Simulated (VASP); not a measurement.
Write the native input for VASP 6.6.1 that does the following.

```
Task                    : single point
Functional              : PBEsol
Potentials or basis     : VASP PAW PBE potentials, release 64 (Ni, O)
Cutoff                  : 520 eV
k mesh                  : 11 × 11 × 11
Occupations             : fermi-dirac, width 0.05 eV
Spin                    : collinear spin, ferromagnetic start
Starting moments        : [1.0, 0.0] μB
Hubbard terms           : Ni d U = 3.0 eV
Dipole correction       : no
k mesh for the DOS      : 17 × 17 × 17
Occupations for the DOS : tetrahedron
Further INCAR settings  : ALGO = Normal; EDIFF = 1e-06
```

NiO:

```xyz
2
Lattice="0.0000 2.0859 2.0859 2.0859 0.0000 2.0859 2.0859 2.0859 0.0000" Properties=species:S:1:pos:R:3 pbc="T T T"
Ni    0.0000    0.0000    0.0000
O     2.0859    2.0859    2.0859
```

The input as run:

POSCAR

```
NiO
1.0
    0.0000000000      2.0859016414      2.0859016414
    2.0859016414      0.0000000000      2.0859016414
    2.0859016414      2.0859016414      0.0000000000
Ni O
1 1
Direct
    0.0000000000      0.0000000000      0.0000000000
    0.5000000000      0.5000000000      0.5000000000
```

INCAR.step1

```
  PREC = Accurate
  ENCUT = 520
  EDIFF = 1E-6
  ISMEAR = -1
  SIGMA = 0.05
  LREAL = F
  LASPH = T
  NELM = 150
  ALGO = Normal
  ISIF = 2
  LWAVE = F
  LCHARG = T
  ISPIN = 2
  MAGMOM = 1 0
  LMAXMIX = 4
  LDAU = T
  LDAUTYPE = 2
  LDAUL = 2 -1
  LDAUU = 3 0
  LDAUJ = 0 0
  LDAUPRINT = 1
  GGA = PS
  NBANDS = 19
```

KPOINTS.step1

```
regular mesh
0
Gamma
  11 11 11
```

INCAR.step2

```
  PREC = Accurate
  ENCUT = 520
  EDIFF = 1E-6
  ISMEAR = -5
  SIGMA = 0.05
  LREAL = F
  LASPH = T
  NELM = 150
  ALGO = Normal
  ISIF = 2
  LWAVE = F
  LCHARG = F
  ISPIN = 2
  MAGMOM = 1 0
  LORBIT = 11
  LMAXMIX = 4
  LDAU = T
  LDAUTYPE = 2
  LDAUL = 2 -1
  LDAUU = 3 0
  LDAUJ = 0 0
  LDAUPRINT = 1
  GGA = PS
  NEDOS = 1001
  ICHARG = 11
```

KPOINTS.step2

```
regular mesh
0
Gamma
  17 17 17
```

Potentials or basis: VASP PAW PBE potentials, release 64 (Ni, O).

Command:

```console
$ cat potpaw_PBE.64/Ni/POTCAR potpaw_PBE.64/O/POTCAR > POTCAR
$ cp INCAR.step1 INCAR
$ cp KPOINTS.step1 KPOINTS
$ mpirun -np 1 vasp_std > vasp.out
$ cp INCAR.step2 INCAR
$ cp KPOINTS.step2 KPOINTS
$ mpirun -np 1 vasp_std > vasp.out
```

It gave:

```
Net moment                                            : 2.00 μB per cell
Site moments                                          : Ni +1.70; O +0.27 μB
Valence electrons inside the program's atomic spheres : Ni 9.00; O 4.99
```

Caveat: a cell with one magnetic atom can't hold antiferromagnetic order, which such compounds often take.

Run time: 2.8 min on 1 thread of Intel Xeon 8259CL, on a shared host, peak memory 0.2 GiB.
